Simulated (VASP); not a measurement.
HfN:

```
Hf N
1.0
     3.47164    0.00000    0.00000
     1.73582    3.00653    0.00000
     1.73582    1.00218    2.83458
Hf N
1 1
Direct
  0.00000 0.00000 0.00000
  0.75000 0.75000 0.75000
```

Base run:

```yaml
Program: VASP 6.6.1
Functional: PBEsol
Potentials_or_basis: VASP PAW PBE potentials, release 64 (Hf_pv, N)
Cutoff: 520 eV
k_mesh: 11 × 11 × 11
Occupations: methfessel-paxton, width 0.15 eV
Spin: no spin polarisation
```

Its results: pressure -5.9 GPa.

The run is repeated on the same cell with these changes: functional from PBEsol to BLYP. What comes out?

Pressure 5.7 GPa.

BLYP binds less tightly than PBEsol, so the same cell stands under more pressure.

Caveats: the PAW data sets were made with another functional, which shifts forces and pressure a little.
